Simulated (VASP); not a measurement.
InAs:

```
In As
1.0
     0.00000    2.93374    2.93374
     2.93374    0.00000    2.93374
     2.93374    2.93374    0.00000
In As
1 1
Direct
  0.50000 0.50000 0.50000
  0.00000 0.00000 0.00000
```

Base run:

- Program: VASP 6.6.1
- Functional: PBE
- Potentials or basis: VASP PAW PBE potentials, release 64 (In_d, As)
- Cutoff: 500 eV
- k mesh: 8 × 8 × 8
- Occupations: fermi-dirac, width 0.05 eV
- Spin: no spin polarisation

Its results: band gap on the k mesh zero (band 9 reaches 5.62 eV, above the bottom of band 10 at 3.25 eV); pressure -3.1 GPa.

Question: After a change of settings the same cell gave: band gap on the k mesh zero (band 9 reaches 5.46 eV, above the bottom of band 10 at 3.07 eV); pressure -7.5 GPa. Which change was it?
A. functional from PBE to PBE0; cutoff from 500 eV to 520 eV; k mesh from 8 × 8 × 8 to 4 × 4 × 4
B. functional from PBE to PBEsol; cutoff from 500 eV to 520 eV; further incar settings from ALGO = Normal; EDIFF = 1e-06; NBANDS = 16 to ALGO = Normal; EDIFF = 1e-07; NBANDS = 16
C. functional from PBE to LDA; potentials or basis from VASP PAW PBE potentials, release 64 (In_d, As) to VASP PAW LDA potentials, release 64 (In_d, As); cutoff from 500 eV to 520 eV

Answer: C.

Caveats: spin-orbit coupling is left out, which moves the levels of the heavy elements.
